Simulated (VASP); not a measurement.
## NaCl: single point with PBE

NaCl:

```
CELL_PARAMETERS angstrom
0.00000 2.70607 2.70607
2.70607 0.00000 2.70607
2.70607 2.70607 0.00000
ATOMIC_POSITIONS crystal
Na 0.00000 0.00000 0.00000
Cl 0.50000 0.50000 0.50000
```

This cell differs from its parent crystal: volume changed by -10%.

```
Program                : VASP 6.6.1
Task                   : single point
Functional             : PBE
Potentials or basis    : VASP PAW PBE potentials, release 64 (Na_pv, Cl)
Cutoff                 : 520 eV
k mesh                 : 4 × 4 × 4
Occupations            : gaussian, width 0.01 eV
Spin                   : no spin polarisation
Dipole correction      : no
Further INCAR settings : ALGO = Normal; EDIFF = 1e-06; NBANDS = 14
```

- Pressure: 5.2 GPa
- Band gap on the k mesh: 5.63 eV, direct

Levels at points of the mesh, in eV from the valence-band top:
| k point | band 5 | band 6 | band 7 | band 8 | band 9 | band 10 |
| --- | --- | --- | --- | --- | --- | --- |
| (0.00, 0.00, 0.00) | 0.00 | 0.00 | 0.00 | 5.63 | 11.22 | 11.22 |
| (0.50, 0.00, 0.00) | -2.33 | -0.34 | -0.34 | 7.48 | 11.26 | 11.26 |
| (0.50, 0.50, 0.00) | -2.01 | -0.73 | -0.73 | 7.89 | 7.94 | 12.24 |

Run time: 5.4 s on 1 thread of Intel Xeon 6975P-C, on a shared host, peak memory 0.14 GiB.

Caveat: the k points lie up to 0.50 Å⁻¹ apart.
